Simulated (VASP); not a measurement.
# SiC (P6_3mc) in VASP: further runs

SiC is run at these levels: PBEsol; tasks: single point, relaxation of cell and atoms.

Program: VASP 6.6.1. These are calculated values, not measurements. Logs are shortened: lines on timing, memory, paths and dates and some standing lists are left out, and cuts for length are marked.

## 1. The cell of the first run

The structure is hexagonal, space group P6_3mc (No. 186). Conventional cell: a = 3.079 Å, b = 3.079 Å, c = 15.107 Å, α = 90.00°, β = 90.00°, γ = 120.00°. Si (site symmetry 3m) has 4 C at 1.89 Å within 2.5 Å. Within 2.5 Å of Si (site symmetry 3m) lie 4 C at 1.88 to 1.89 Å. Within 2.5 Å of Si (site symmetry 3m) lie 4 C at 1.88 to 1.89 Å. C (site symmetry 3m) has 4 Si at 1.88 to 1.89 Å within 2.5 Å. C (site symmetry 3m) has 4 Si at 1.89 Å within 2.5 Å. C (site symmetry 3m) has 4 Si at 1.88 to 1.89 Å within 2.5 Å.

## 2. Single point, PBEsol

Input file INCAR:

```
SYSTEM = SiC
ALGO = Normal
EDIFF = 1E-7
ENCUT = 520
GGA = PS
ISIF = 2
ISMEAR = 0
LASPH = .TRUE.
LCHARG = .TRUE.
LELF = .TRUE.
LREAL = .FALSE.
LVHAR = .TRUE.
LWAVE = .FALSE.
NBANDS = 36
NELM = 80
PREC = Accurate
SIGMA = 0.02
```

Input file KPOINTS:

```
k-points
0
G
  12 12 2
  0 0 0
```

Input file POSCAR:

```
SiC
1.0
    3.0789674621      0.0000000000      0.0000000000
   -1.5394837310      2.6664640396      0.0000000000
    0.0000000000      0.0000000000     15.1068365131
Si C
6 6
Direct
    0.0000000000      0.0000000000      0.1250339389
    0.0000000000      0.0000000000      0.6250339389
    0.3333333333      0.6666666667      0.2918203866
    0.6666666667      0.3333333333      0.7918203866
    0.3333333333      0.6666666667      0.9583142924
    0.6666666667      0.3333333333      0.4583142924
    0.0000000000      0.0000000000     -0.0003148553
    0.0000000000      0.0000000000      0.4996851447
    0.3333333333      0.6666666667      0.1668263733
    0.6666666667      0.3333333333      0.6668263733
    0.3333333333      0.6666666667      0.8333198640
    0.6666666667      0.3333333333      0.3333198640
```

Potentials or basis: VASP PAW PBE potentials, release 64 (Si, C).

Launch:

```sh
> cat potpaw_PBE.64/Si/POTCAR potpaw_PBE.64/C/POTCAR > POTCAR
> mpirun -np 1 vasp_std > vasp.out
```

OUTCAR:

```text
SYSTEM = SiC
   EDIFF = 1E-7
   ENCUT = 520
   GGA = PS
   ISIF = 2
   ISMEAR = 0
   LASPH = .TRUE.
   LREAL = .FALSE.
   NELM = 80
   PREC = Accurate

 ion  position               nearest neighbor table
   1  0.000  0.000  0.125-   9 1.89   9 1.89   9 1.89   7 1.89   5 3.08   5 3.08   5 3.08   3 3.08
                             3 3.08   3 3.08
   2  0.000  0.000  0.625-  10 1.89  10 1.89  10 1.89   8 1.89   6 3.08   6 3.08   6 3.08   4 3.08
                             4 3.08   4 3.08
   3  0.333  0.667  0.292-  12 1.88  12 1.88  12 1.88   9 1.89   6 3.08   6 3.08   6 3.08   1 3.08
                             1 3.08   1 3.08
   4  0.667  0.333  0.792-  11 1.88  11 1.88  11 1.88  10 1.89   5 3.08   5 3.08   5 3.08   2 3.08
                             2 3.08   2 3.08
   5  0.333  0.667  0.958-   7 1.88   7 1.88   7 1.88  11 1.89   4 3.08   4 3.08   4 3.08   1 3.08
                             1 3.08   1 3.08
   6  0.667  0.333  0.458-   8 1.88   8 1.88   8 1.88  12 1.89   3 3.08   3 3.08   3 3.08   2 3.08
                             2 3.08   2 3.08
   7  0.000  0.000  1.000-   5 1.88   5 1.88   5 1.88   1 1.89
   8  0.000  0.000  0.500-   6 1.88   6 1.88   6 1.88   2 1.89
   9  0.333  0.667  0.167-   1 1.89   1 1.89   1 1.89   3 1.89
  10  0.667  0.333  0.667-   2 1.89   2 1.89   2 1.89   4 1.89
  11  0.333  0.667  0.833-   4 1.88   4 1.88   4 1.88   5 1.89
  12  0.667  0.333  0.333-   3 1.88   3 1.88   3 1.88   6 1.89

  LATTYP: Found a hexagonal cell.
 ALAT       =     3.0789674621
 C/A-ratio  =     4.9064618899

  Lattice vectors:

 A1 = (   3.0789674621,   0.0000000000,   0.0000000000)
 A2 = (  -1.5394837310,   2.6664640396,   0.0000000000)
 A3 = (   0.0000000000,   0.0000000000,  15.1068365131)

Analysis of symmetry for initial positions (statically):
=====================================================================
 Subroutine PRICEL returns:
 Original cell was already a primitive cell.

 Routine SETGRP: Setting up the symmetry group for a
 hexagonal supercell.

 Subroutine GETGRP returns: Found 12 space group operations
 (whereof  6 operations were pure point group operations)
 out of a pool of 24 trial point group operations.

The static configuration has the point symmetry C_3v.
 The point group associated with its full space group is C_6v.

Analysis of symmetry for dynamics (positions and initial velocities):
=====================================================================
 Subroutine PRICEL returns:
 Original cell was already a primitive cell.

 Routine SETGRP: Setting up the symmetry group for a
 hexagonal supercell.

 Subroutine GETGRP returns: Found 12 space group operations
 (whereof  6 operations were pure point group operations)
 out of a pool of 24 trial point group operations.

The dynamic configuration has the point symmetry C_3v.
 The point group associated with its full space group is C_6v.

 Subroutine INISYM returns: Found 12 space group operations
 (whereof  6 operations are pure point group operations),
 and found     1 'primitive' translations

----------------------------------------------------------------------------------------

                                     Primitive cell

  volume of cell :     124.0265

  direct lattice vectors                    reciprocal lattice vectors
     3.078967462  0.000000000  0.000000000     0.324784205  0.187514248  0.000000000
    -1.539483731  2.666464040  0.000000000     0.000000000  0.375028497  0.000000000
     0.000000000  0.000000000 15.106836513     0.000000000  0.000000000  0.066195196

  length of vectors
     3.078967462  3.078967462 15.106836513     0.375028497  0.375028497  0.066195196

  position of ions in fractional coordinates (direct lattice)
     0.000000000  0.000000000  0.125033939
     0.000000000  0.000000000  0.625033939
     0.333333333  0.666666667  0.291820387
     0.666666667  0.333333333  0.791820387
     0.333333333  0.666666667  0.958314292
     0.666666667  0.333333333  0.458314292
     0.000000000  0.000000000  0.999685145
     0.000000000  0.000000000  0.499685145
     0.333333333  0.666666667  0.166826373
     0.666666667  0.333333333  0.666826373
     0.333333333  0.666666667  0.833319864
     0.666666667  0.333333333  0.333319864

  ion indices of the primitive-cell ions
   primitive index   ion index
                 1           1
                 2           2
                 3           3
                 4           4
                 5           5
                 6           6
                 7           7
                 8           8
                 9           9
                10          10
                11          11
                12          12

----------------------------------------------------------------------------------------

 KPOINTS: k-points

Automatic generation of k-mesh.
 Grid dimensions read from file:
 generate k-points for:   12   12    2

 Generating k-lattice:

  Cartesian coordinates                     Fractional coordinates (reciprocal lattice)
     0.027065350  0.015626187  0.000000000     0.083333333  0.000000000  0.000000000
     0.000000000  0.031252375  0.000000000     0.000000000  0.083333333  0.000000000
     0.000000000  0.000000000  0.033097598     0.000000000  0.000000000  0.500000000

  Length of vectors
     0.031252375  0.031252375  0.033097598

  Shift w.r.t. Gamma in fractional coordinates (k-lattice)
     0.000000000  0.000000000  0.000000000

 Subroutine IBZKPT returns following result:
 ===========================================

 Found     38 irreducible k-points:

 Following reciprocal coordinates:
            Coordinates               Weight
  0.000000  0.000000  0.000000      1.000000
  0.083333 -0.000000  0.000000      6.000000
  0.166667 -0.000000  0.000000      6.000000
  0.250000  0.000000  0.000000      6.000000
  0.333333 -0.000000  0.000000      6.000000
  0.416667  0.000000  0.000000      6.000000
[... 16 lines left out ...]
  0.250000  0.000000  0.500000      6.000000
  0.333333 -0.000000  0.500000      6.000000
 [... further k-points ...]
   k-points           NKPTS =     38   k-points in BZ     NKDIM =     38   number of bands    NBANDS=     36
   number of dos      NEDOS =    301   number of ions     NIONS =     12
   total plane-waves  NPLWV =  64512
   dimension x,y,z NGX =    24 NGY =   24 NGZ =  112
   dimension x,y,z NGXF=    48 NGYF=   48 NGZF=  224
   ions per type =               6   6
   NGX,Y,Z   is equivalent  to a cutoff of  12.96, 12.96, 12.33 a.u.
   NGXF,Y,Z  is equivalent  to a cutoff of  25.92, 25.92, 24.65 a.u.
 SYSTEM =  SiC
   PREC   = accura    normal or accurate (medium, high low for compatibility)
   ISTART =      0    job   : 0-new  1-cont  2-samecut
   ICHARG =      2    charge: 1-file 2-atom 10-const
   ISPIN  =      1    spin polarized calculation?
   LNONCOLLINEAR =      F non collinear calculations
   LSORBIT =      F    spin-orbit coupling
   LASPH  =      T    aspherical Exc in radial PAW
   ENCUT  =  520.0 eV  38.22 Ry    6.18 a.u.   5.72  5.72 28.09*2*pi/ulx,y,z
   NELM   =     80;   NELMIN=  2; NELMDL= -5     # of ELM steps
   EDIFF  = 0.1E-06   stopping-criterion for ELM
   LREAL  =      F    real-space projection
   EDIFFG = 0.1E-05   stopping-criterion for IOM
   NSW    =      0    number of steps for IOM
   IBRION =     -1    ionic relax: 0-MD 1-quasi-New 2-CG
   NFREE  =      0    steps in history (QN), initial steepest desc. (CG)
   ISIF   =      2    stress and relaxation
   ISYM   =      2    0-nonsym 1-usesym 2-fastsym
   POTIM  = 0.5000    time-step for ionic-motion
   TEBEG  =    0.0;   TEEND  =   0.0 temperature during run
   PSTRESS=    0.0 pullay stress
   NELECT =      48.0000    total number of electrons
   NUPDOWN=      -1.0000    fix difference up-down
   EMIN   =  10.00;   EMAX   =-10.00  energy-range for DOS
   EFERMI =   0.00;   METHOD = LEGACY
   ISMEAR =     0;   SIGMA  =   0.02  broadening in eV -4-tet -1-fermi 0-gaus
   EFERMI_NEDOS =   21; number of points for ismear=-14 and -15
   IALGO  =     38    algorithm
   IMIX   =      4    mixing-type and parameters
     AMIX     =   0.40;   BMIX     =  1.00
     AMIX_MAG =   1.60;   BMIX_MAG =  1.00
  volume/ion in A,a.u.               =      10.34        69.75
  Fermi-wavevector in a.u.,A,eV,Ry     =   1.193028  2.254495 19.365371  1.423315
  Thomas-Fermi vector in A             =   2.329052
   LORBIT       =      0    0 simple, 1 ext, 2 COOP (PROOUT), +10 PAW based schemes
   GGA     = PS    functional components
   LHFCALC =     F    Hartree Fock is set to
   AEXX    =    0.0000 exact exchange contribution
   IVDW    =     0    specifies the selected vdW correction
   LEPSILON=     F    determine dielectric tensor
   LRPA    =     F    only Hartree local field effects (RPA)
 non-spin polarized calculation
 Gauss-broadening in eV      SIGMA  =   0.02
  energy-cutoff  :      520.00
  volume of cell :      124.03
 maximum number of plane-waves:      3358
 NGX is ok and might be reduce to    24
   NGX = 11   NGY = 11   NGZ = 57

 number of electron      47.9999999 magnetization

 Free energy of the ion-electron system (eV)
  ---------------------------------------------------
  ext. energy  EPLUGINS =         0.00000000
  ---------------------------------------------------
  free energy    TOTEN  =       -95.50510950 eV

  energy without entropy =      -95.50510950  energy(sigma->0) =      -95.50510950

 E-fermi :   8.2582     XC(G=0): -11.5075

 val. band max:        8.1131277399   @ k =   0.0000   0.0000   0.0000
 cond. band min:      10.0250717219   @ k =   0.5000   0.0000   0.0000
 fundamental gap:      1.9119439820
 Fermi energy:         8.2582474892

 k-point     1 :       0.0000    0.0000    0.0000
  band No.  band energies     occupation
      1      -7.3715      2.00000
      2      -6.8471      2.00000
      3      -6.8117      2.00000
      4      -5.3057      2.00000
      5      -5.2776      2.00000
      6      -3.7633      2.00000
[... 28 lines left out ...]
     35      15.4200      0.00000
     36      15.4964      0.00000

 k-point     2 :       0.0833   -0.0000    0.0000
  band No.  band energies     occupation
      1      -7.2503      2.00000
      2      -6.7277      2.00000
      3      -6.6919      2.00000
      4      -5.1920      2.00000
      5      -5.1637      2.00000
      6      -3.6611      2.00000
[... 28 lines left out ...]
     35      15.3924      0.00000
     36      15.4319      0.00000

 k-point     3 :       0.1667   -0.0000    0.0000
  band No.  band energies     occupation
      1      -6.8895      2.00000
      2      -6.3726      2.00000
      3      -6.3354      2.00000
      4      -4.8560      2.00000
      5      -4.8271      2.00000
      6      -3.3635      2.00000
[... 28 lines left out ...]
     35      15.6825      0.00000
     36      16.0978      0.00000
[... 742 lines left out ...]
 k-point    23 :       0.2500    0.0000    0.5000
  band No.  band energies     occupation
      1      -6.1670      2.00000
      2      -6.1670      2.00000
      3      -5.1379      2.00000
      4      -5.1379      2.00000
      5      -3.4013      2.00000
      6      -3.4013      2.00000
[... 28 lines left out ...]
     35      16.0867      0.00000
     36      16.0867      0.00000

 k-point    24 :       0.3333   -0.0000    0.5000
  band No.  band energies     occupation
      1      -5.3766      2.00000
      2      -5.3766      2.00000
      3      -4.3960      2.00000
      4      -4.3960      2.00000
      5      -2.8204      2.00000
      6      -2.8204      2.00000
[... 28 lines left out ...]
     35      15.9457      0.00000
     36      15.9619      0.00000

 [... further k-points ...]
[... 5 lines left out ...]
  --------------------------------------------------------------------------------------
  -------------------------------------------------------------------------------------
  Total        0.2581276      0.2581276      0.2680958      0.0000000      0.0000000      0.0000000
  in kB        3.3344999      3.3344999      3.4632692      0.0000000      0.0000000      0.0000000
  external PRESSURE =       3.3774230 kB  Pullay stress =       0.0000000 kB

 VOLUME and BASIS-vectors are now :
 -----------------------------------------------------------------------------
  energy-cutoff  :      520.00
  volume of cell :      124.03
      direct lattice vectors                 reciprocal lattice vectors
     3.078967462  0.000000000  0.000000000     0.324784205  0.187514248  0.000000000
    -1.539483731  2.666464040  0.000000000     0.000000000  0.375028497  0.000000000
     0.000000000  0.000000000 15.106836513     0.000000000  0.000000000  0.066195196

 POSITION                                       TOTAL-FORCE (eV/Angst)
 -----------------------------------------------------------------------------------
      0.00000      0.00000      1.88887        -0.000000     -0.000000      0.001039
      0.00000      0.00000      9.44229        -0.000000      0.000000      0.001039
     -0.00000      1.77764      4.40848        -0.000000     -0.000000     -0.000156
      1.53948      0.88882     11.96190         0.000000      0.000000     -0.000156
     -0.00000      1.77764     14.47710        -0.000000     -0.000000     -0.000921
      1.53948      0.88882      6.92368         0.000000      0.000000     -0.000921
      0.00000      0.00000     15.10208        -0.000000      0.000000      0.000490
      0.00000      0.00000      7.54866        -0.000000     -0.000000      0.000490
     -0.00000      1.77764      2.52022        -0.000000     -0.000000     -0.000082
      1.53948      0.88882     10.07364        -0.000000     -0.000000     -0.000082
     -0.00000      1.77764     12.58883         0.000000     -0.000000     -0.000370
      1.53948      0.88882      5.03541        -0.000000     -0.000000     -0.000370
 -----------------------------------------------------------------------------------
    total drift:                               -0.000000     -0.000000      0.000369

  FREE ENERGIE OF THE ION-ELECTRON SYSTEM (eV)
  ---------------------------------------------------
  free  energy   TOTEN  =       -95.5051095006 eV

  energy  without entropy=      -95.5051095006  energy(sigma->0) =      -95.50510950
```

Run time: 1.7 min. Hardware: 1 thread of Intel Xeon 6975P-C (Granite Rapids), shared host; peak memory 0.28 GiB.

What came out:

| Quantity | Value |
| --- | --- |
| Free energy | -95.5051 eV |
| Pressure | 0.3 GPa |
| Band gap on the k mesh | 1.91 eV, indirect (least direct gap 3.02 eV) |

Caveat: the PAW data sets were made with another functional, which shifts forces and pressure a little. A k mesh can miss the band edges.

(Continued in part 2 of 2.)
